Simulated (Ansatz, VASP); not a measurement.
One calculation of C, two programs

```xyz
6
Lattice="1.2333 -2.1360 0.0000 1.2333 2.1360 0.0000 0.0000 0.0000 12.9376" Properties=species:S:1:pos:R:3 pbc="T T T"
C     1.2333    1.4240    8.6672
C     1.2333   -1.4240    8.6672
C     1.2333   -1.4240    4.2704
C     1.2333    1.4240    4.2704
C     1.2333    0.7120    0.0000
C     1.2333   -0.7120    0.0000
```

Alike in both runs: task single point; functional PBE; k mesh 12 × 12 × 2; occupations gaussian, width 0.1 eV; no spin polarisation.

|  | VASP | Ansatz |
| --- | --- | --- |
| version | VASP 6.6.1 | Ansatz 0.2.0 |
| potentials or method | VASP PAW PBE potentials, release 64 (C), cutoff 520 eV | scalar-relativistic, plane waves, PAW |
| valence electrons in the cell | 24 | 24 |

```tsv
	VASP	Ansatz	Ansatz less VASP
gap on the k mesh at the Fermi level (eV)	none	none	-
pressure (GPa)	0.4	0.0	-0.34
traceless stress, the component that is largest in VASP (GPa)	-0.44	-0.02	+0.415
```

A gap of «none» marks a metal or a gap that the smearing closes.
